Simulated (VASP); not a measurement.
Input of a VASP 6.6.1 run:

Contents of POSCAR:

```
AlNi
1.0
   -2.0157757810      2.0157558276      0.0000162703
    2.0294757138      2.0294803446      2.8692383004
    2.0295146230      2.0294730740     -2.8692605954
Al Ni
2 2
Direct
    0.9999925214     -0.0000002118      0.0000042388
    1.0000074786      0.5000002118      0.4999957612
    0.4999986154      0.4999999945      0.9999959841
    0.5000013846      0.0000000055      0.5000040159
```

File INCAR.step1:

```
SYSTEM = AlNi
PREC = Accurate
ENCUT = 520
ISMEAR = 0
SIGMA = 0.15
LREAL = .FALSE.
LASPH = .TRUE.
NELM = 80
NBANDS = 21
GGA = PE
ALGO = Normal
EDIFF = 1E-4
LWAVE = .TRUE.
LCHARG = .FALSE.
```

Contents of INCAR.step2:

```
SYSTEM = AlNi
PREC = Accurate
ENCUT = 520
EDIFF = 1E-6
ISMEAR = 0
SIGMA = 0.15
LREAL = .FALSE.
LASPH = .TRUE.
NELM = 80
ALGO = Normal
ISIF = 2
LWAVE = .FALSE.
LCHARG = .TRUE.
METAGGA = R2SCAN
LMIXTAU = .TRUE.
LELF = .TRUE.
LVHAR = .TRUE.
NBANDS = 21
ISTART = 1
```

KPOINTS

```
Automatic mesh
0
G
  12 8 8
  0 0 0
```

Potentials or basis: VASP PAW PBE potentials, release 64 (Al, Ni).

Run with:

```bash
$ cat potpaw_PBE.64/Al/POTCAR potpaw_PBE.64/Ni/POTCAR > POTCAR
$ cp INCAR.step1 INCAR
$ mpirun -np 1 vasp_std > vasp.out
$ cp INCAR.step2 INCAR
$ mpirun -np 1 vasp_std > vasp.out
```

Estimate the pressure.

-0.2 GPa.

What does it give for the band gap on the k mesh?

Zero (bands 13 and 14 overlap by 3.40 eV).

Caveat: the PAW data sets were made with another functional, which shifts forces and pressure a little. Spin polarisation is off, so any magnetic state and its effect on volume and gap are missing.
